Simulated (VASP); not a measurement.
Set up this calculation in VASP 6.6.1, as the native input.

| Property | Result |
| --- | --- |
| Task | single point |
| Functional | PBE |
| Potentials or basis | VASP PAW PBE potentials, release 64 (Hf_pv, B) |
| Cutoff | 520 eV |
| k mesh | 18 × 18 × 18 |
| Occupations | gaussian, width 0.15 eV |
| Spin | no spin polarisation |
| Dipole correction | no |
| Further INCAR settings | ALGO = Normal; EDIFF = 1e-07; NBANDS = 14 |

The structure of HfB lies in POSCAR:

```
HfB
1.0
    0.0000000000      2.3100000000      2.3100000000
    2.3100000000      0.0000000000      2.3100000000
    2.3100000000      2.3100000000      0.0000000000
Hf B
1 1
Direct
    0.5000000000      0.5000000000      0.5000000000
    0.0000000000      0.0000000000      0.0000000000
```

These files were run (other wordings do the same):

INCAR

```
SYSTEM = HfB
ALGO = Normal
EDIFF = 1E-7
ENCUT = 520
GGA = PE
ISIF = 2
ISMEAR = 0
LASPH = .True.
LCHARG = .False.
LREAL = .False.
LWAVE = .False.
NBANDS = 14
NELM = 80
PREC = Accurate
SIGMA = 0.15
```

KPOINTS

```
k-points
0
Gamma
  18 18 18
  0 0 0
```

Potentials or basis: VASP PAW PBE potentials, release 64 (Hf_pv, B).

The run is started by

```bash
$ cat potpaw_PBE.64/Hf_pv/POTCAR potpaw_PBE.64/B/POTCAR > POTCAR
$ mpirun -np 1 vasp_std > vasp.out
```

It gave:

| Quantity | Value |
| --- | --- |
| Pressure | 30.7 GPa |

Wall time 56 s on 1 thread of Intel Xeon 8259CL (shared host), peak memory 0.19 GiB.
